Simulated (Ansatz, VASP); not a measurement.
# SrCl2 in VASP and in Ansatz

```xyz
3
Lattice="0.0000 3.5568 3.5568 3.5568 0.0000 3.5568 3.5568 3.5568 0.0000" Properties=species:S:1:pos:R:3 pbc="T T T"
Sr    0.0000    0.0000    0.0000
Cl    5.3351    5.3351    5.3351
Cl    1.7784    1.7784    1.7784
```

Alike in both runs: task single point; functional LDA; k mesh 6 × 6 × 6; occupations fermi-dirac, width 0.05 eV; no spin polarisation.

|  | VASP | Ansatz |
| --- | --- | --- |
| version | VASP 6.6.1 | Ansatz 0.2.0 |
| potentials or method | VASP PAW LDA potentials, release 64 (Sr_sv, Cl) | Ansatz PAW |
| plane-wave cutoff (eV) | 520 | 420 |
| valence electrons in the cell | 24 | 24 |

|  | VASP | Ansatz | Ansatz less VASP |
| --- | --- | --- | --- |
| gap on the k mesh at the Fermi level (eV) | 4.67 | 4.67 | -0.007 |
| least direct gap on the mesh (eV) | 5.00 | 4.99 | -0.010 |
| pressure (GPa) | -4.3 | -4.4 | -0.09 |

LDA's correlation is that of Perdew and Zunger in VASP and of Perdew and Wang (1992) in Ansatz.
